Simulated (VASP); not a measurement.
A run of VASP 6.6.1 is set up as follows.

The input INCAR:

```
SYSTEM = InRu2
PREC = Accurate
ENCUT = 500
EDIFF = 1E-6
ISMEAR = 0
SIGMA = 0.1
LREAL = .FALSE.
LASPH = .TRUE.
NELM = 200
ALGO = Normal
ISIF = 2
LWAVE = .FALSE.
LCHARG = .FALSE.
ISPIN = 2
MAGMOM = 0 1 1
LORBIT = 11
LMAXMIX = 4
GGA = PE
NBANDS = 32
GGA_COMPAT = .FALSE.
```

KPOINTS

```
Automatic mesh
0
G
  6 6 6
  0 0 0
```

POSCAR

```
InRu2
1.0
    1.4410575418     -6.2071297304      0.0000000000
    1.4410575418      6.2071297304      0.0000000000
    0.0000000000      0.0000000000      2.8037752372
In Ru
1 2
Direct
    0.0000000000      0.0000000000      0.5000000000
    0.6690345351      0.3309654649      0.0000000000
    0.3309654649      0.6690345351      0.0000000000
```

Potentials or basis: VASP PAW PBE potentials, release 64 (In_d, Ru_pv).

Command:

```bash
$ cat potpaw_PBE.64/In_d/POTCAR potpaw_PBE.64/Ru_pv/POTCAR > POTCAR
$ mpirun -np 1 vasp_std > vasp.out
```

(1) Estimate the largest force.

(2) Predict the net moment.

## Answers

(1) 0.072 eV/Å.

(2) 0.00 μB per cell.

Caveat: the k points lie up to 0.37 Å⁻¹ apart.
